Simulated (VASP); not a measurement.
SiO2, 24 atoms in the cell. The structure is cubic, space group P2_13 (No. 198). The conventional cell has a = 6.756 Å, b = 6.756 Å, c = 6.756 Å, α = 90.00°, β = 90.00°, γ = 90.00°. Si (site symmetry 3) has 4 O at 1.60 to 1.61 Å within 2.1 Å. Within 2.1 Å of Si (site symmetry 3) lie 4 O at 1.59 to 1.61 Å. Within 2.1 Å of O (site symmetry 3) lie 2 Si at 1.59 to 1.60 Å. O (site symmetry 1) has 2 Si at 1.61 Å within 2.1 Å.  This cell differs from its parent crystal: volume scaled by 0.88, then relaxed in part.

```yaml
Program: VASP 6.6.1
Task: single point
Functional: LDA
Potentials_or_basis: VASP PAW LDA potentials, release 64 (Si, O)
Cutoff: 520 eV
k_mesh: 4 × 4 × 4
Occupations: gaussian, width 0.02 eV
Spin: no spin polarisation
Dipole_correction: no
Further_INCAR_settings: LREAL = Auto; ALGO = Normal; EDIFF = 1e-06; NBANDS = 82
```

Potentials or basis: VASP PAW LDA potentials, release 64 (Si, O).

Command:

```sh
$ cat potpaw_LDA.64/Si/POTCAR potpaw_LDA.64/O/POTCAR > POTCAR
$ mpirun -np 1 vasp_std > vasp.out
```

Hardware: 1 thread of AMD EPYC 7R43 64-Core Processor (Zen 3), on a shared host.

Q: How long does it take, and how much memory?

A: Run time: 8.4 min on 1 thread of AMD EPYC 7R43 64-Core Processor (Zen 3), with other jobs on the host, peak memory 0.33 GiB. Counts: scf iterations 15, k points 11.
